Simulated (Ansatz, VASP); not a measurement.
Two plane-wave programs on P

The input INCAR:

```
SYSTEM = P
  PREC = Accurate
  ENCUT = 600
  EDIFF = 1E-6
  ISMEAR = -1
  SIGMA = 0.05
  LREAL = .False.
  LASPH = .True.
  NELM = 80
  ALGO = Normal
  ISIF = 3
  LWAVE = .False.
  LCHARG = .False.
  GGA = PS
  IVDW = 12
  IBRION = 2
  NSW = 80
  EDIFFG = -0.02
```

The input KPOINTS:

```
Automatic mesh
0
Gamma
  6 6 6
  0 0 0
```

Contents of POSCAR:

```
P
1.0
    3.7102200000      0.0000000000      0.0000000000
    2.1048557821      3.0553747045      0.0000000000
    2.1048557821      1.1059396909      2.8481945132
P
2
Direct
    0.2270800000      0.2270800000      0.2270800000
    0.7729200000      0.7729200000      0.7729200000
```

Input for Ansatz:

```yaml
crystal:
  lattice:
    a: 3.71022
    b: 3.71022
    c: 3.71022
    alpha: 55.43694
    beta: 55.43694
    gamma: 55.43694
  atoms:
    - { symbol: P, position: [0.22708, 0.22708, 0.22708] }
    - { symbol: P, position: [0.77292, 0.77292, 0.77292] }
kpoints:
  mp_grid:
    grid: [6, 6, 6]
hamiltonian:
  xc: pbesol
  dispersion: d3bj
scf:
  convergence:
    dr2_threshold: 1.0e-10
  occupations:
    method: fermi_dirac
    width: 0.05
relax:
  f_tol: 0.02
  max_steps: 60
  cell: {}
```

Alike in both runs: task relaxation of cell and atoms; functional PBEsol; dispersion D3(BJ); k mesh 6 × 6 × 6; occupations fermi-dirac, width 0.05 eV; no spin polarisation.

|  | VASP | Ansatz |
| --- | --- | --- |
| version | VASP 6.6.1 | Ansatz 0.2.0 |
| potentials or method | VASP PAW PBE potentials, release 64 (P) | plane waves, PAW |
| plane-wave cutoff (eV) | 600 | 420 |
| valence electrons in the cell | 10 | 10 |

VASP gave:

```
relaxed volume (Å³/atom)                                        : 14.51
relaxed length of the cell vector where the two differ most in proportion (Å) : 3.521
```

Problem. Estimate Ansatz's values.

Solution. Relaxed volume (Å³/atom): 14.47; relaxed length of the cell vector where the two differ most in proportion (Å): 3.517.

VASP's potentials were made for PBE, not for PBEsol.

The k mesh is coarse, so the values compare programs but aren't converged.
